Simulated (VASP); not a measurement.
Runs of VASP 6.6.1 on KTaO3. The structure is that of space group P4/mmm (No. 123), or close to it. The cells are those of the table. 

```csv
cell,gap on the mesh (eV),pressure (GPa)
"a = 4.387, b = 3.988, c = 3.988 Å, 5 atoms",(a),-12.7
"a = 4.337, b = 3.988, c = 3.988 Å, 5 atoms",2.25,-11.6
"a = 4.287, b = 3.988, c = 3.988 Å, 5 atoms",2.30,-10.4
"a = 3.689, b = 3.988, c = 3.988 Å, 5 atoms",2.62,(b)
"a = 3.589, b = 3.988, c = 3.988 Å, 5 atoms",2.62,(c)
```

Alike in all rows: task single point; level r2SCAN; potentials or basis VASP PAW PBE potentials, release 64 (K_sv, Ta_pv, O); no spin polarisation; k mesh 6 × 6 × 6; cutoff (eV) 520; smearing gaussian 0.05 eV.

Q: Estimate the missing entries.

A: (a) 2.19; (b) 24.2; (c) 35.8.

Caveats: the PAW data sets were made with another functional, which shifts forces and pressure a little; spin-orbit coupling is left out, which moves the levels of the heavy elements.

A k mesh can miss the band edges, and the runs leave out spin-orbit coupling on Ta.
